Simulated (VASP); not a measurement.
## Sr: single point with PBEsol

Sr:

```xyz
2
Lattice="4.1945 0.0000 0.0000 -2.0973 3.6326 0.0000 0.0000 0.0000 6.8785" Properties=species:S:1:pos:R:3 pbc="T T T"
Sr    0.0000    2.4217    1.7196
Sr    2.0973    1.2109    5.1589
```

This isn't the form of Sr at room conditions, which is fcc.

```json
{
 "Program": "VASP 6.6.1",
 "Task": "single point",
 "Functional": "PBEsol",
 "Potentials or basis": "VASP PAW PBE potentials, release 64 (Sr_sv)",
 "Cutoff": "520 eV",
 "k mesh": "12 × 12 × 8",
 "Occupations": "gaussian, width 0.1 eV",
 "Spin": "no spin polarisation",
 "Dipole correction": "no",
 "Further INCAR settings": "ALGO = Fast; EDIFF = 1e-07; NBANDS = 17"
}
```

```yaml
Pressure: 0.0 GPa
Band_gap_on_the_k_mesh: zero (bands 10 and 11 overlap by 0.23 eV)
```

Levels at points of the mesh, in eV from the Fermi level:
```
           k point  band 8  band 9  band 10  band 11  band 12  band 13
(0.00, 0.00, 0.00)  -18.35   -3.76    -1.21     0.10     2.30     2.32
(0.50, 0.00, 0.00)  -18.39   -1.15    -0.54     0.01     0.21     1.33
(0.00, 0.00, 0.50)  -18.37   -2.78    -2.78     1.26     1.26     2.32
(0.50, 0.00, 0.50)  -18.41   -0.87    -0.87     0.28     0.28     1.32
```

It took 4.2 min on 1 thread of Intel Xeon 8259CL (shared host), peak memory 0.32 GiB.

Caveat: the PAW data sets were made with another functional, which shifts forces and pressure a little.
